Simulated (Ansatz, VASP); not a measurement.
# Two plane-wave programs on OsPtC6N6

```
Os Pt C N
1.0
     0.00000    5.07200    5.07200
     5.07200    0.00000    5.07200
     5.07200    5.07200    0.00000
Os Pt C N
1 1 6 6
Direct
  0.50000 0.50000 0.50000
  0.00000 0.00000 0.00000
  0.81102 0.18898 0.18898
  0.18898 0.81102 0.18898
  0.18898 0.18898 0.81102
  0.18898 0.81102 0.81102
  0.81102 0.18898 0.81102
  0.81102 0.81102 0.18898
  0.69568 0.30432 0.30432
  0.30432 0.69568 0.30432
  0.30432 0.30432 0.69568
  0.30432 0.69568 0.69568
  0.69568 0.30432 0.69568
  0.69568 0.69568 0.30432
```

Alike in both runs: task single point; functional PBE; k mesh 4 × 4 × 4; occupations gaussian, width 0.1 eV; collinear spin.

|  | VASP | Ansatz |
| --- | --- | --- |
| version | VASP 6.6.1 | Ansatz 0.2.0 |
| potentials or method | VASP PAW PBE potentials, release 64 (Os, Pt, C, N), cutoff 520 eV | scalar-relativistic, plane waves, PAW |
| valence electrons in the cell | 72 | 88 |

```csv
,VASP,Ansatz,Ansatz less VASP
gap on the k mesh at the Fermi level (eV),3.26,3.23,-0.029
least direct gap on the mesh (eV),3.30,3.27,-0.033
pressure (GPa),6.5,5.9,-0.54
rms of the force components (eV/Å),1.184,1.334,+0.1503
net moment per atom (μB),0.00,0.00,0.000
```

Atom by atom the forces differ by 0.154 eV/Å (rms over components). With one functional, cell and mesh, what is left measures potentials, basis and numerics. VASP's potentials hold 72 valence electrons a cell and Ansatz's 88, so a difference there can come from the potentials and not from the codes. Ansatz's warnings: seeded moment not kept.

Neither program's run includes spin-orbit coupling. Noted on VASP's run: the standard files for N, O and F lose accuracy on very short bonds.
